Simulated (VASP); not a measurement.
# Se (P6_3/mmc) in VASP: notebook

Runs on Se. Level: PBE. Tasks: single point, relaxation of cell and atoms.

Program: VASP 6.6.1. These are calculated values, not measurements. Logs are shortened: lines on timing, memory, paths and dates and some standing lists are left out, and cuts for length are marked.

## 1. The cell of the first run

Symmetry: P6_3/mmc, No. 194, hexagonal system. The conventional cell has a = 2.654 Å, b = 2.654 Å, c = 3.883 Å, α = 90.00°, β = 90.00°, γ = 120.00°. Within 3.3 Å of Se (site symmetry -6m2) lie 12 Se at 2.47 to 2.65 Å.

## 2. Single point, PBE

INCAR reads:

```
PREC = Accurate
ENCUT = 520
EDIFF = 1E-6
ISMEAR = -1
SIGMA = 0.08
LREAL = F
LASPH = T
NELM = 100
ALGO = Normal
ISIF = 2
LWAVE = F
LCHARG = T
GGA = PE
LELF = T
LVHAR = T
NBANDS = 13
```

KPOINTS reads:

```
regular mesh
0
Gamma
  17 17 9
```

POSCAR reads:

```
Se
1.0
    2.6540329567      0.0000000000      0.0000000000
   -1.3270164783      2.2984599630      0.0000000000
    0.0000000000      0.0000000000      3.8832164569
Se
2
Direct
    0.3333333333      0.6666666667      0.2500000000
    0.6666666667      0.3333333333      0.7500000000
```

Potentials or basis: VASP PAW PBE potentials, release 64 (Se).

Command:

```console
cat potpaw_PBE.64/Se/POTCAR > POTCAR
mpirun -np 1 vasp_std > vasp.out
```

OUTCAR:

```text
PREC = Accurate
   ENCUT = 520
   EDIFF = 1E-6
   ISMEAR = -1
   LREAL = F
   LASPH = T
   NELM = 100
   ISIF = 2
   GGA = PE

 ion  position               nearest neighbor table
   1  0.333  0.667  0.250-   2 2.47   2 2.47   2 2.47   2 2.47   2 2.47   2 2.47
   2  0.667  0.333  0.750-   1 2.47   1 2.47   1 2.47   1 2.47   1 2.47   1 2.47

  LATTYP: Found a hexagonal cell.
 ALAT       =     2.6540329567
 C/A-ratio  =     1.4631379942

  Lattice vectors:

 A1 = (   2.6540329567,   0.0000000000,   0.0000000000)
 A2 = (  -1.3270164783,   2.2984599630,   0.0000000000)
 A3 = (   0.0000000000,   0.0000000000,   3.8832164569)

Analysis of symmetry for initial positions (statically):
=====================================================================
 Subroutine PRICEL returns:
 Original cell was already a primitive cell.

 Routine SETGRP: Setting up the symmetry group for a
 hexagonal supercell.

 Subroutine GETGRP returns: Found 24 space group operations
 (whereof 12 operations were pure point group operations)
 out of a pool of 24 trial point group operations.

The static configuration has the point symmetry D_3d.
 The point group associated with its full space group is D_6h.

Analysis of symmetry for dynamics (positions and initial velocities):
=====================================================================
 Subroutine PRICEL returns:
 Original cell was already a primitive cell.

 Routine SETGRP: Setting up the symmetry group for a
 hexagonal supercell.

 Subroutine GETGRP returns: Found 24 space group operations
 (whereof 12 operations were pure point group operations)
 out of a pool of 24 trial point group operations.

The dynamic configuration has the point symmetry D_3d.
 The point group associated with its full space group is D_6h.

 Subroutine INISYM returns: Found 24 space group operations
 (whereof 12 operations are pure point group operations),
 and found     1 'primitive' translations

----------------------------------------------------------------------------------------

                                     Primitive cell

  volume of cell :      23.6884

  direct lattice vectors                    reciprocal lattice vectors
     2.654032957  0.000000000  0.000000000     0.376785072  0.217536963  0.000000000
    -1.327016478  2.298459963  0.000000000     0.000000000  0.435073926  0.000000000
     0.000000000  0.000000000  3.883216457     0.000000000  0.000000000  0.257518480

[... 86 lines left out ...]
   NSW    =      0    number of steps for IOM
   IBRION =     -1    ionic relax: 0-MD 1-quasi-New 2-CG
   NFREE  =      0    steps in history (QN), initial steepest desc. (CG)
   ISIF   =      2    stress and relaxation
   ISYM   =      2    0-nonsym 1-usesym 2-fastsym
   POTIM  = 0.5000    time-step for ionic-motion
   TEBEG  =    0.0;   TEEND  =   0.0 temperature during run
   PSTRESS=    0.0 pullay stress
   NELECT =      12.0000    total number of electrons
   NUPDOWN=      -1.0000    fix difference up-down
   EMIN   =  10.00;   EMAX   =-10.00  energy-range for DOS
   EFERMI =   0.00;   METHOD = LEGACY
   ISMEAR =    -1;   SIGMA  =   0.08  broadening in eV -4-tet -1-fermi 0-gaus
   EFERMI_NEDOS =   21; number of points for ismear=-14 and -15
   IALGO  =     38    algorithm
   IMIX   =      4    mixing-type and parameters
     AMIX     =   0.40;   BMIX     =  1.00
     AMIX_MAG =   1.60;   BMIX_MAG =  1.00
  volume/ion in A,a.u.               =      11.84        79.93
  Fermi-wavevector in a.u.,A,eV,Ry     =   1.305039  2.466167 23.172461  1.703128
  Thomas-Fermi vector in A             =   2.435935
   LORBIT       =      0    0 simple, 1 ext, 2 COOP (PROOUT), +10 PAW based schemes
   GGA     = PE    functional components
   LHFCALC =     F    Hartree Fock is set to
   AEXX    =    0.0000 exact exchange contribution
   IVDW    =     0    specifies the selected vdW correction
   LEPSILON=     F    determine dielectric tensor
   LRPA    =     F    only Hartree local field effects (RPA)
 non-spin polarized calculation
  energy-cutoff  :      520.00
  volume of cell :       23.69
 maximum number of plane-waves:       657
 NGX is ok and might be reduce to    20
   NGX =  9   NGY =  9   NGZ = 15

 number of electron      12.0000001 magnetization

 Free energy of the ion-electron system (eV)
  ---------------------------------------------------
  ext. energy  EPLUGINS =         0.00000000
  ---------------------------------------------------
  free energy    TOTEN  =        -1.44333136 eV

  energy without entropy =       -1.42996321  energy(sigma->0) =       -1.43664729

 E-fermi :  13.8817     XC(G=0): -13.2180

 val. band max:       13.8714064010   @ k =   0.4706   0.0588   0.3333
 cond. band min:      13.9100711509   @ k =   0.4706   0.0588   0.3333
 fundamental gap:      0.0386647499
 Fermi energy:        13.8816799767

 k-point     1 :       0.0000    0.0000    0.0000
  band No.  band energies     occupation
      1      -8.9563      2.00000
      2       0.2014      2.00000
      3       1.8106      2.00000
      4      15.6431      0.00000
      5      15.6431      0.00000
      6      18.8988      0.00000
      7      18.8988      0.00000
      8      22.1707      0.00000
      9      22.8207      0.00000
     10      25.4183      0.00000
     11      26.5277      0.00000
     12      26.5277      0.00000
     13      29.3928      0.00000
[... 354 lines left out ...]
  band No.  band energies     occupation
      1      -6.3902      2.00000
      2       2.1347      2.00000
      3       4.3654      2.00000
      4       6.8745      2.00000
      5       8.3603      2.00000
      6      15.0522      0.00000
      7      15.8175      0.00000
      8      16.1958      0.00000
      9      21.1506      0.00000
     10      22.9116      0.00000
     11      23.9533      0.00000
     12      30.4085      0.00000
     13      31.5240      0.00000

 [... further k-points ...]
[... 5 lines left out ...]
  --------------------------------------------------------------------------------------
  -------------------------------------------------------------------------------------
  Total       19.4107469     19.4107469     19.4815495      0.0000000     -0.0000000      0.0000000
  in kB     1312.8586663   1312.8586663   1317.6474468      0.0000000     -0.0000000      0.0000000
  external PRESSURE =    1314.4549265 kB  Pullay stress =       0.0000000 kB

 VOLUME and BASIS-vectors are now :
 -----------------------------------------------------------------------------
  energy-cutoff  :      520.00
  volume of cell :       23.69
      direct lattice vectors                 reciprocal lattice vectors
     2.654032957  0.000000000  0.000000000     0.376785072  0.217536963  0.000000000
    -1.327016478  2.298459963  0.000000000     0.000000000  0.435073926  0.000000000
     0.000000000  0.000000000  3.883216457     0.000000000  0.000000000  0.257518480

 POSITION                                       TOTAL-FORCE (eV/Angst)
 -----------------------------------------------------------------------------------
     -0.00000      1.53231      0.97080         0.000000      0.000000      0.000000
      1.32702      0.76615      2.91241        -0.000000     -0.000000      0.000000
 -----------------------------------------------------------------------------------
    total drift:                                0.000000     -0.000000      0.000000

  FREE ENERGIE OF THE ION-ELECTRON SYSTEM (eV)
  ---------------------------------------------------
  free  energy   TOTEN  =        -1.4433313578 eV

  energy  without entropy=       -1.4299632145  energy(sigma->0) =       -1.43664729
```

OSZICAR:

```text
N       E                     dE             d eps       ncg     rms          rms(c)
DAV:   1     0.502178828584E+02    0.50218E+02   -0.58618E+03  4290   0.848E+02
DAV:   2     0.388222656120E+00   -0.49830E+02   -0.46990E+02  5756   0.153E+02
DAV:   3    -0.146630833795E+01   -0.18545E+01   -0.18278E+01  5466   0.289E+01
DAV:   4    -0.147091150502E+01   -0.46032E-02   -0.46026E-02  4993   0.157E+00
DAV:   5    -0.147091628643E+01   -0.47814E-05   -0.47822E-05  5461   0.503E-02    0.135E+01
DAV:   6    -0.145229231906E+01    0.18624E-01   -0.23536E-03  4920   0.351E-01    0.813E+00
DAV:   7    -0.144335170040E+01    0.89406E-02   -0.48273E-03  4905   0.528E-01    0.763E-02
DAV:   8    -0.144333084016E+01    0.20860E-04   -0.63231E-05  5453   0.547E-02    0.291E-02
DAV:   9    -0.144333141425E+01   -0.57409E-06   -0.12547E-05  5071   0.235E-02    0.540E-03
DAV:  10    -0.144333135779E+01    0.56457E-07   -0.45142E-07  3560   0.551E-03
   1 F= -.14433314E+01 E0= -.14366473E+01  d E =-.133681E-01
```

stdout:

```text
POSCAR found type information on POSCAR Se
 POSCAR found :  1 types and       2 ions
 scaLAPACK will be used
 LDA part: xc-table for (Slater+PW92), standard interpolation
 POSCAR, INCAR and KPOINTS ok, starting setup
 FFT: planning ... GRIDC
 FFT: planning ... GRID_SOFT
 FFT: planning ... GRID
 WAVECAR not read
 entering main loop
```

Run time: 44 s. Hardware: 1 thread of AMD EPYC 7R43 (Zen 3), shared host; peak memory 0.13 GiB.

Results:

```
Free energy            : -1.4433 eV
Pressure               : 131.4 GPa
Band gap on the k mesh : zero (band 6 reaches 18.90 eV, above the bottom of band 7 at 10.13 eV)
```

Stress tensor (GPa, compression positive):
```
131.29   0.00   0.00
  0.00 131.29   0.00
  0.00   0.00 131.76
```

Levels at points of the mesh, in eV from the Fermi level:
```csv
k point,band 3,band 4,band 5,band 6,band 7,band 8,band 9,band 10
"(0.00, 0.00, 0.00)",-12.07,1.76,1.76,5.02,5.02,8.29,8.94,11.54
```

## 3. Relaxation of cell and atoms, PBE, target pressure 130 GPa, at which the enthalpy is minimised

INCAR reads:

```
SYSTEM = Se
PREC = Accurate ; ENCUT = 600
EDIFF = 1E-6 ; ISMEAR = -1
SIGMA = 0.08 ; LREAL = .False.
LASPH = .True. ; NELM = 100
ALGO = Normal ; ISIF = 3
LWAVE = .False. ; LCHARG = .False.
GGA = PE ; IBRION = 2
NSW = 32 ; EDIFFG = -0.005
PSTRESS = 1300.0
```

KPOINTS reads:

```
regular mesh
0
Gamma
  17 17 9
  0 0 0
```

POSCAR is that of step 2.

Potentials or basis: VASP PAW PBE potentials, release 64 (Se).

Command:

```console
cat potpaw_PBE.64/Se/POTCAR > POTCAR
mpirun -np 1 vasp_std > vasp.out
```

It took 1.7 min on 1 thread of AMD EPYC 7R43 (Zen 3), shared host; peak memory 0.15 GiB.

Results (log left out):

```
Free energy                                            : -1.4970 eV
Relaxed volume                                         : 11.88 Å³/atom
Relaxed cell                                           : a = 2.656 Å, b = 2.656 Å, c = 3.888 Å, α = 90.00°, β = 90.00°, γ = 120.00°
Space group after relaxing (to 0.05 Å)                 : P6_3/mmc (No. 194)
Energy change on relaxing (the enthalpy is what falls) : -26.6 meV/atom
Ionic steps                                            : 4
Pressure after relaxing                                : 130.0 GPa
Band gap on the k mesh                                 : zero (band 6 reaches 18.83 eV, above the bottom of band 7 at 10.09 eV)
```

Stress tensor (GPa, compression positive):
```
129.93   0.00   0.00
  0.00 129.93   0.00
  0.00   0.00 130.06
```

Step by step:
```csv
step,energy change (eV),largest force (eV/Å),pressure (GPa),volume (Å³)
1,0.0000,0.0000,131.44,23.69
2,-0.2908,0.0000,123.42,24.05
3,-0.0522,0.0000,130.00,23.75
4,-0.0532,0.0000,129.98,23.75
```

Final structure:
```xyz
2
Lattice="2.6562 0.0000 0.0000 -1.3281 2.3003 0.0000 0.0000 0.0000 3.8875" Properties=species:S:1:pos:R:3 pbc="T T T"
Se    0.0000    1.5336    0.9719
Se    1.3281    0.7668    2.9157
```

Levels at points of the mesh, in eV from the Fermi level:
```csv
k point,band 3,band 4,band 5,band 6,band 7,band 8,band 9,band 10
"(0.00, 0.00, 0.00)",-12.04,1.76,1.76,5.01,5.01,8.28,8.90,11.54
```

Caveat: the cell is relaxed towards a set pressure, so the enthalpy falls and the energy may rise.

## 4. Relaxation of cell and atoms, PBE, target pressure 130 GPa, at which the enthalpy is minimised

This run uses another cell than the first one, of 11.98 Å³/atom, 1.011 times its volume.

INCAR reads:

```
PREC     = Accurate       # precision mode
ENCUT    = 600            # plane-wave cutoff, eV
EDIFF    = 1E-6           # SCF threshold, eV
ISMEAR   = -1             # smearing method
SIGMA    = 0.08           # smearing width, eV
LREAL    = F              # projectors in reciprocal space
LASPH    = T              # aspherical terms in the spheres
NELM     = 60             # most SCF steps
ALGO     = Normal         # electronic algorithm
ISIF     = 3              # what is computed and relaxed
LWAVE    = F              # write WAVECAR
LCHARG   = F              # write CHGCAR
GGA      = PE             # functional
IBRION   = 2              # ionic algorithm
NSW      = 60             # ionic steps
EDIFFG   = -0.005         # ionic threshold
PSTRESS  = 1300.0
```

KPOINTS reads:

```
regular mesh
0
Gamma
  17 17 9
```

POSCAR reads:

```
Se
1.0
    2.5751054913      0.0000000000      0.0000000000
   -1.2875527456      2.2301067729      0.0000000000
    0.0000000000      0.0000000000      4.1716708959
Se
2
Direct
    0.3333333333      0.6666666667      0.2500000000
    0.6666666667      0.3333333333      0.7500000000
```

Potentials or basis: VASP PAW PBE potentials, release 64 (Se).

Command:

```console
cat potpaw_PBE.64/Se/POTCAR > POTCAR
mpirun -np 1 vasp_std > vasp.out
```

OUTCAR:

```text
PREC = Accurate
   ENCUT = 600
   EDIFF = 1E-6
   ISMEAR = -1
   LREAL = F
   LASPH = T
   NELM = 60
   ISIF = 3
   GGA = PE
   IBRION = 2
   NSW = 60
   EDIFFG = -0.005
   PSTRESS = 1300.0

 ion  position               nearest neighbor table
   1  0.333  0.667  0.250-   2 2.56   2 2.56   2 2.56   2 2.56   2 2.56   2 2.56
   2  0.667  0.333  0.750-   1 2.56   1 2.56   1 2.56   1 2.56   1 2.56   1 2.56

  LATTYP: Found a hexagonal cell.
 ALAT       =     2.5751054913
 C/A-ratio  =     1.6200000000

  Lattice vectors:

 A1 = (   2.5751054913,   0.0000000000,   0.0000000000)
 A2 = (  -1.2875527456,   2.2301067729,   0.0000000000)
 A3 = (   0.0000000000,   0.0000000000,   4.1716708959)

Analysis of symmetry for initial positions (statically):
=====================================================================
[... 488 lines left out ...]

 E-fermi :  13.8312     XC(G=0): -13.2046

 val. band max:       13.8241454957   @ k =   0.4706   0.0588   0.3333
 cond. band min:      13.8472853118   @ k =   0.4706   0.0588   0.3333
 fundamental gap:      0.0231398162
 Fermi energy:        13.8311893397

 k-point     1 :       0.0000    0.0000    0.0000
  band No.  band energies     occupation
      1      -8.9641      2.00000
      2       0.1508      2.00000
      3       1.7891      2.00000
      4      15.5975      0.00000
      5      15.5975      0.00000
      6      18.8421      0.00000
      7      18.8421      0.00000
      8      22.1229      0.00000
      9      22.7288      0.00000
     10      25.3737      0.00000
[... 287 lines left out ...]
 k-point    24 :       0.1765    0.1765    0.0000
  band No.  band energies     occupation
      1      -6.4026      2.00000
      2       2.0795      2.00000
      3       4.3393      2.00000
      4       6.8481      2.00000
      5       8.3313      2.00000
      6      14.9863      0.00000
      7      15.7674      0.00000
      8      16.1332      0.00000
      9      21.1065      0.00000
     10      22.8678      0.00000

 [... further k-points ...]
[... 5 lines left out ...]
  --------------------------------------------------------------------------------------
  -------------------------------------------------------------------------------------
  Total       19.2738245     19.2738245     19.2660776      0.0000000      0.0000000     -0.0000000
  in kB     1300.1390994   1300.1390995   1299.6165241      0.0000001      0.0000000     -0.0000000
  external PRESSURE =      -0.0350923 kB  Pullay stress =    1300.0000000 kB
[... 21 lines left out ...]
  energy  without entropy=       -1.4817834015  energy(sigma->0) =       -1.48850861

  enthalpy is  TOTEN    =        17.7765285957 eV   P V=       19.2717624207

 reached required accuracy - stopping structural energy minimisation
```

CONTCAR:

```text
Se
   1.00000000000000
     2.6557621896670049    0.0000000000879321   -0.0000000000000000
    -1.3278810947057849    2.2999575226561428    0.0000000000000000
    -0.0000000000000000    0.0000000000000001    3.8884781636915764
  Se
     2
Direct
     0.3333333332999970    0.6666666667000030    0.2500000000000000
     0.6666666667000030    0.3333333332999970    0.7500000000000000

  0.00000000E+00  0.00000000E+00  0.00000000E+00
  0.00000000E+00  0.00000000E+00  0.00000000E+00
```

It took 4.6 min on 1 thread of AMD EPYC 7R43 (Zen 3), shared host; peak memory 0.16 GiB.

Results:

```
Free energy                                            : -1.4952 eV
Relaxed volume                                         : 11.88 Å³/atom
Relaxed cell                                           : a = 2.656 Å, b = 2.656 Å, c = 3.888 Å, α = 90.00°, β = 90.00°, γ = 120.00°
Space group after relaxing (to 0.05 Å)                 : P6_3/mmc (No. 194)
Energy change on relaxing (the enthalpy is what falls) : +41.2 meV/atom
Ionic steps                                            : 9
Pressure after relaxing                                : 130.0 GPa
Band gap on the k mesh                                 : zero (band 6 reaches 18.84 eV, above the bottom of band 7 at 10.09 eV)
```

The path:
| step | energy change (eV) | largest force (eV/Å) | pressure (GPa) | volume (Å³) |
| --- | --- | --- | --- | --- |
| 1 | 0.0000 | 0.0000 | 123.55 | 23.96 |
| 2 | 1.4409 | 0.0000 | 166.26 | 22.28 |
| 3 | 0.4217 | 0.0000 | 136.24 | 23.39 |
| 4 | -0.1808 | 0.0000 | 122.27 | 24.09 |
| 5 | -0.1854 | 0.0000 | 122.17 | 24.10 |
| 6 | 0.0032 | 0.0000 | 128.84 | 23.87 |
| 7 | -0.1061 | 0.0000 | 125.10 | 23.99 |
| 8 | 0.1349 | 0.0000 | 131.35 | 23.69 |
| 9 | 0.0825 | 0.0000 | 130.00 | 23.75 |

Final structure:
```yaml
crystal:
  lattice:
    - [2.65576, 0.00000, 0.00000]
    - [-1.32788, 2.29996, 0.00000]
    - [0.00000, 0.00000, 3.88848]
  atoms:
    - { symbol: Se, position: [0.33333, 0.66667, 0.25000] }
    - { symbol: Se, position: [0.66667, 0.33333, 0.75000] }
```

Levels at points of the mesh, in eV from the Fermi level:
| k point | band 2 | band 3 | band 4 | band 5 | band 6 | band 7 | band 8 | band 9 | band 10 |
| --- | --- | --- | --- | --- | --- | --- | --- | --- | --- |
| (0.00, 0.00, 0.00) | -13.68 | -12.04 | 1.77 | 1.77 | 5.01 | 5.01 | 8.29 | 8.90 | 11.54 |

Caveat: the cell is relaxed towards a set pressure, so the enthalpy falls and the energy may rise.

## 5. Summary

| task | cell | cutoff (eV) | gap on the mesh (eV) | pressure (GPa) |
| --- | --- | --- | --- | --- |
| single point | a = 2.654, b = 2.654, c = 3.883 Å, angles 90.0, 90.0, 120.0°, 2 atoms | 520 | none | 131.4 |
| relaxation of cell and atoms | relaxed to 130 GPa from a = 2.654, b = 2.654, c = 3.883 Å, angles 90.0, 90.0, 120.0°, 2 atoms | 600 | none | 130.0 |
| relaxation of cell and atoms | relaxed to 130 GPa from a = 2.575, b = 2.575, c = 4.172 Å, angles 90.0, 90.0, 120.0°, 2 atoms | 600 | none | 130.0 |

Alike in all rows: level PBE; potentials or basis VASP PAW PBE potentials, release 64 (Se); no spin polarisation; k mesh 17 × 17 × 9; smearing fermi-dirac 0.08 eV.

Caveats: the cell is relaxed towards a set pressure, so the enthalpy falls and the energy may rise (some runs).

Absolute energies hang on the potentials; compare differences alone.
